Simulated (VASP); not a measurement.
# ZnSnN2 (R-3m) in VASP: single point with r2SCAN

Aim: the single point of ZnSnN2 with r2SCAN.

Everything below comes from runs of VASP 6.6.1. Logs are shortened: lines on timing, memory, paths and dates and some standing lists are left out, and cuts for length are marked.

## (1) The cell of the first run

The structure is trigonal, space group R-3m (No. 166). The conventional cell has a = 3.104 Å, b = 3.104 Å, c = 15.140 Å, α = 90.00°, β = 90.00°, γ = 120.00°. Zn (site symmetry -3m) has 6 N at 2.21 Å within 2.9 Å. Within 2.9 Å of Sn (site symmetry -3m) lie 6 N at 2.17 Å. N (site symmetry 3m) has 3 Sn at 2.17 Å and 3 Zn at 2.21 Å within 2.9 Å.

## (2) Single point, r2SCAN (strain -2.0%)

The input, POSCAR:

```
ZnSnN2
1.0
    1.5520134280      0.8960553704      5.0468211227
   -1.5520134280      0.8960553704      5.0468211227
    0.0000000000     -1.7921107409      5.0468211227
Zn Sn N
1 1 2
Direct
    1.0000000000      0.0000000000      0.0000000000
    0.5000000000      0.5000000000      0.5000000000
    0.2475824754      0.2475824754      0.2475824754
    0.7524175246      0.7524175246      0.7524175246
```

The input, INCAR.step1:

```
PREC = Accurate ; ENCUT = 910
ISMEAR = 0 ; SIGMA = 0.01
LREAL = False ; LASPH = True
NELM = 120 ; NBANDS = 26
GGA = PE ; ALGO = Normal
EDIFF = 1E-5 ; LWAVE = True
LCHARG = False ; GGA_COMPAT = False
```

The input, INCAR.step2:

```
PREC = Accurate ; ENCUT = 910
EDIFF = 1E-6 ; ISMEAR = 0
SIGMA = 0.01 ; LREAL = False
LASPH = True ; NELM = 120
ALGO = Normal ; ISIF = 2
LWAVE = False ; LCHARG = False
METAGGA = R2SCAN ; LMIXTAU = True
NBANDS = 26 ; ISTART = 1
GGA_COMPAT = False
```

The input, KPOINTS:

```
regular mesh
0
Gamma
  10 10 10
```

Potentials or basis: VASP PAW PBE potentials, release 64 (Zn, Sn_d, N_h).

Started as:

```bash
$ cat potpaw_PBE.64/Zn/POTCAR potpaw_PBE.64/Sn_d/POTCAR potpaw_PBE.64/N_h/POTCAR > POTCAR
$ cp INCAR.step1 INCAR
$ mpirun -np 1 vasp_std > vasp.out
$ cp INCAR.step2 INCAR
$ mpirun -np 1 vasp_std > vasp.out
```

OUTCAR:

```text
PREC = Accurate
   ENCUT = 910
   EDIFF = 1E-6
   ISMEAR = 0
   LREAL = False
   LASPH = True
   NELM = 120
   ISIF = 2
   METAGGA = R2SCAN
   ISTART = 1

 ion  position               nearest neighbor table
   1  0.000  0.000  0.000-   4 2.21   4 2.21   3 2.21   3 2.21   4 2.21   3 2.21   2 3.10   2 3.10
                             2 3.10   2 3.10   2 3.10   2 3.10
   2  0.500  0.500  0.500-   3 2.17   4 2.17   3 2.17   3 2.17   4 2.17   4 2.17   1 3.10   1 3.10
                             1 3.10   1 3.10   1 3.10   1 3.10
   3  0.248  0.248  0.248-   2 2.17   2 2.17   2 2.17   1 2.21   1 2.21   1 2.21
   4  0.752  0.752  0.752-   2 2.17   2 2.17   2 2.17   1 2.21   1 2.21   1 2.21

  LATTYP: Found a trigonal (rhomboedric) cell.
 ALAT       =     5.3555638687
 COS(alpha) =     0.8320381929

  Lattice vectors:

 A1 = (   1.5520134280,   0.8960553704,   5.0468211227)
 A2 = (  -1.5520134280,   0.8960553704,   5.0468211227)
 A3 = (   0.0000000000,  -1.7921107409,   5.0468211227)

Analysis of symmetry for initial positions (statically):
=====================================================================
 Subroutine PRICEL returns:
 Original cell was already a primitive cell.

 Routine SETGRP: Setting up the symmetry group for a
 trigonal (rhombohedral) supercell.

 Subroutine GETGRP returns: Found 12 space group operations
 (whereof 12 operations were pure point group operations)
 out of a pool of 12 trial point group operations.

The static configuration has the point symmetry D_3d.

Analysis of symmetry for dynamics (positions and initial velocities):
=====================================================================
 Subroutine PRICEL returns:
 Original cell was already a primitive cell.

 Routine SETGRP: Setting up the symmetry group for a
 trigonal (rhombohedral) supercell.

 Subroutine GETGRP returns: Found 12 space group operations
 (whereof 12 operations were pure point group operations)
 out of a pool of 12 trial point group operations.

The dynamic configuration has the point symmetry D_3d.

 Subroutine INISYM returns: Found 12 space group operations
 (whereof 12 operations are pure point group operations),
 and found     1 'primitive' translations

----------------------------------------------------------------------------------------

                                     Primitive cell

  volume of cell :      42.1114

  direct lattice vectors                    reciprocal lattice vectors
[... 86 lines left out ...]
   LNONCOLLINEAR =      F non collinear calculations
   LSORBIT =      F    spin-orbit coupling
   LASPH  =      T    aspherical Exc in radial PAW
   ENCUT  =  910.0 eV  66.88 Ry    8.18 a.u.  13.17 13.17 13.17*2*pi/ulx,y,z
   NELM   =    120;   NELMIN=  2; NELMDL=  0     # of ELM steps
   EDIFF  = 0.1E-05   stopping-criterion for ELM
   LREAL  =      F    real-space projection
   EDIFFG = 0.1E-04   stopping-criterion for IOM
   NSW    =      0    number of steps for IOM
   IBRION =     -1    ionic relax: 0-MD 1-quasi-New 2-CG
   NFREE  =      0    steps in history (QN), initial steepest desc. (CG)
   ISIF   =      2    stress and relaxation
   ISYM   =      2    0-nonsym 1-usesym 2-fastsym
   POTIM  = 0.5000    time-step for ionic-motion
   TEBEG  =    0.0;   TEEND  =   0.0 temperature during run
   PSTRESS=    0.0 pullay stress
   NELECT =      36.0000    total number of electrons
   NUPDOWN=      -1.0000    fix difference up-down
   EMIN   =  10.00;   EMAX   =-10.00  energy-range for DOS
   EFERMI =   0.00;   METHOD = LEGACY
   ISMEAR =     0;   SIGMA  =   0.01  broadening in eV -4-tet -1-fermi 0-gaus
   EFERMI_NEDOS =   21; number of points for ismear=-14 and -15
   IALGO  =     38    algorithm
   IMIX   =      4    mixing-type and parameters
     AMIX     =   0.40;   BMIX     =  1.00
     AMIX_MAG =   1.60;   BMIX_MAG =  1.00
  volume/ion in A,a.u.               =      10.53        71.05
  Fermi-wavevector in a.u.,A,eV,Ry     =   1.553731  2.936126 32.845554  2.414080
  Thomas-Fermi vector in A             =   2.657919
   LORBIT       =      0    0 simple, 1 ext, 2 COOP (PROOUT), +10 PAW based schemes
   METAGGA = R2SCAN    functional components
   LHFCALC =     F    Hartree Fock is set to
   AEXX    =    0.0000 exact exchange contribution
   IVDW    =     0    specifies the selected vdW correction
   LEPSILON=     F    determine dielectric tensor
   LRPA    =     F    only Hartree local field effects (RPA)
 non-spin polarized calculation
 Gauss-broadening in eV      SIGMA  =   0.01
  energy-cutoff  :      910.00
  volume of cell :       42.11
 maximum number of plane-waves:      2659
 NGX is ok and might be reduce to    54
   NGX = 27   NGY = 27   NGZ = 27

 number of electron      36.0000003 magnetization

 Free energy of the ion-electron system (eV)
  ---------------------------------------------------
  ext. energy  EPLUGINS =         0.00000000
  ---------------------------------------------------
  free energy    TOTEN  =       -51.23563654 eV

  energy without entropy =      -51.23563654  energy(sigma->0) =      -51.23563654

 E-fermi :   8.6016     XC(G=0): -13.5700

 val. band max:        8.5407369371   @ k =  -0.2000   0.2000   0.0000
 cond. band min:      10.0938209020   @ k =   0.5000   0.5000   0.0000
 fundamental gap:      1.5530839648
 Fermi energy:         8.6016299145

 k-point     1 :       0.0000    0.0000    0.0000
  band No.  band energies     occupation
      1     -13.2231      2.00000
      2     -13.2231      2.00000
      3     -13.1940      2.00000
      4     -12.9719      2.00000
      5     -12.9719      2.00000
      6      -9.4687      2.00000
[... 685 lines left out ...]
     25      19.7169      0.00000
     26      21.7625      0.00000

 [... further k-points ...]
[... 5 lines left out ...]
  --------------------------------------------------------------------------------------
  -------------------------------------------------------------------------------------
  Total        3.9193190      3.9193190      3.4685403      0.0000000     -0.0000000      0.0000000
  in kB      149.1151299    149.1151299    131.9647225      0.0000000     -0.0000000      0.0000000
  external PRESSURE =     143.3983274 kB  Pullay stress =       0.0000000 kB

 VOLUME and BASIS-vectors are now :
 -----------------------------------------------------------------------------
  energy-cutoff  :      910.00
  volume of cell :       42.11
      direct lattice vectors                 reciprocal lattice vectors
     1.552013428  0.896055370  5.046821123     0.322162161  0.186000410  0.066048177
    -1.552013428  0.896055370  5.046821123    -0.322162161  0.186000410  0.066048177
     0.000000000 -1.792110741  5.046821123     0.000000000 -0.372000821  0.066048177

 POSITION                                       TOTAL-FORCE (eV/Angst)
 -----------------------------------------------------------------------------------
      0.00000      0.00000      0.00000         0.000000     -0.000000      0.000000
      0.00000     -0.00000      7.57023        -0.000000     -0.000000      0.000000
      0.00000     -0.00000      3.74851         0.000000     -0.000000      0.012799
      0.00000     -0.00000     11.39195         0.000000      0.000000     -0.012799
 -----------------------------------------------------------------------------------
    total drift:                               -0.000000     -0.000000      0.000000

  FREE ENERGIE OF THE ION-ELECTRON SYSTEM (eV)
  ---------------------------------------------------
  free  energy   TOTEN  =       -51.2356365441 eV

  energy  without entropy=      -51.2356365441  energy(sigma->0) =      -51.23563654
```

OUTCAR.step1:

```text
PREC = Accurate
   ENCUT = 910
   ISMEAR = 0
   LREAL = False
   LASPH = True
[... 927 lines left out ...]
      0.00000      0.00000      0.00000        -0.000000      0.000000     -0.000000
      0.00000     -0.00000      7.57023         0.000000      0.000000     -0.000000
      0.00000     -0.00000      3.74851        -0.000000     -0.000000      0.207688
      0.00000     -0.00000     11.39195        -0.000000      0.000000     -0.207688
 -----------------------------------------------------------------------------------
    total drift:                               -0.000000     -0.000000      0.000000

  FREE ENERGIE OF THE ION-ELECTRON SYSTEM (eV)
  ---------------------------------------------------
  free  energy   TOTEN  =       -20.1106242607 eV

  energy  without entropy=      -20.1106242607  energy(sigma->0) =      -20.11062426
```

OSZICAR.step1:

```text
N       E                     dE             d eps       ncg     rms          rms(c)
DAV:   1     0.388321541337E+03    0.38832E+03   -0.25488E+04  6366   0.328E+03
DAV:   2     0.380359533640E+02   -0.35029E+03   -0.33427E+03  6072   0.627E+02
DAV:   3    -0.205855536819E+02   -0.58622E+02   -0.56831E+02  7134   0.194E+02
DAV:   4    -0.238972592866E+02   -0.33117E+01   -0.32680E+01  7218   0.460E+01
DAV:   5    -0.239629657489E+02   -0.65706E-01   -0.65583E-01  6976   0.654E+00    0.126E+01
DAV:   6    -0.200012335698E+02    0.39617E+01   -0.75255E+00 10210   0.695E+01    0.677E+00
DAV:   7    -0.201498850640E+02   -0.14865E+00   -0.25275E+00  6292   0.120E+01    0.379E+00
DAV:   8    -0.201235396158E+02    0.26345E-01   -0.18332E-01  8614   0.433E+00    0.118E+00
DAV:   9    -0.201106985079E+02    0.12841E-01   -0.29296E-02  9080   0.204E+00    0.175E-01
DAV:  10    -0.201105568720E+02    0.14164E-03   -0.68195E-03  7884   0.676E-01    0.728E-02
DAV:  11    -0.201106179119E+02   -0.61040E-04   -0.60264E-04  7580   0.221E-01    0.259E-02
DAV:  12    -0.201106242607E+02   -0.63487E-05   -0.84166E-05  8652   0.145E-01
   1 F= -.20110624E+02 E0= -.20110624E+02  d E =-.668250E-35
```

Wall time 27 min (1 thread of Intel Xeon 6975P-C (Granite Rapids), shared host); peak memory 0.65 GiB.

Results:

| Property | Result |
| --- | --- |
| Free energy | -51.2356 eV |
| Pressure | 14.3 GPa |
| Largest force | 0.013 eV/Å |
| Band gap on the k mesh | 1.55 eV (least direct gap 1.57 eV) |

Forces on the atoms (eV/Å):
```
Zn   0.000  0.000  0.000
Sn   0.000  0.000  0.000
N    0.000  0.000  0.013
N    0.000  0.000 -0.013
```

Caveat: the cell differs from its parent crystal (strain -2.0%); the cell stands under pressure; the PAW data sets were made with another functional, which shifts forces and pressure a little; spin-orbit coupling is left out, which moves the levels of the heavy elements.
